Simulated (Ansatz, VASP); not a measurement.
**One calculation of Hf3C2, two programs**

```xyz
5
Lattice="3.7699 0.0000 0.0000 -1.8850 3.2649 0.0000 0.0000 0.0000 5.8654" Properties=species:S:1:pos:R:3 pbc="T T T"
Hf    0.0000    0.0000    0.0000
Hf    0.0000    2.1766    3.7832
Hf    1.8850    1.0883    2.0822
C     0.0000    2.1766    1.4370
C     1.8850    1.0883    4.4284
```

Alike in both runs: task single point; functional PBE; k mesh 6 × 6 × 4; occupations gaussian, width 0.1 eV; no spin polarisation.

|  | VASP | Ansatz |
| --- | --- | --- |
| version | VASP 6.6.1 | Ansatz 0.2.0 |
| potentials or method | VASP PAW PBE potentials, release 64 (Hf_pv, C), cutoff 520 eV | scalar-relativistic, plane waves, PAW |
| valence electrons in the cell | 38 | 86 |

```csv
,VASP,Ansatz,Ansatz less VASP
gap on the k mesh at the Fermi level (eV),none,none,-
pressure (GPa),3.4,4.1,+0.70
"traceless stress, the component that is largest in VASP (GPa)",13.50,13.50,-0.002
rms of the force components (eV/Å),1.021,1.020,-0.0012
```

Atom by atom the forces differ by 0.008 eV/Å (rms over components). A gap of «none» marks a metal or a gap that the smearing closes. With one functional, cell and mesh, what is left measures potentials, basis and numerics. VASP's potentials hold 38 valence electrons a cell and Ansatz's 86, so a difference there can come from the potentials and not from the codes.

Neither program's run includes spin-orbit coupling.
